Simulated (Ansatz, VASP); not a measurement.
# LiCl in VASP and in Ansatz

```
Li Cl
1.0
     0.00000    2.84236    2.84236
     2.84236    0.00000    2.84236
     2.84236    2.84236    0.00000
Li Cl
1 1
Direct
  0.00000 0.00000 0.00000
  0.25000 0.25000 0.25000
```

Change from the starting cell: hydrostatic strain +4.0%.

Alike in both runs: task single point; functional PBE; k mesh 8 × 8 × 8; occupations fermi-dirac, width 0.02 eV; no spin polarisation.

```csv
,VASP,Ansatz
version,VASP 6.6.1,Ansatz 0.2.0
potentials or method,"VASP PAW PBE potentials, release 64 (Li_sv, Cl)","plane waves, PAW"
plane-wave cutoff (eV),520,420
valence electrons in the cell,10,10
```

Ansatz gave:

- gap on the k mesh at the Fermi level (eV): 5.66

**Question.** What did VASP give for the same quantities?

**Answer.** gap on the k mesh at the Fermi level (eV): 5.67.

With one functional, cell and mesh, what is left measures potentials, basis and numerics.

Noted on VASP's run: the cutoff is short for stress, so the pressure is rough.
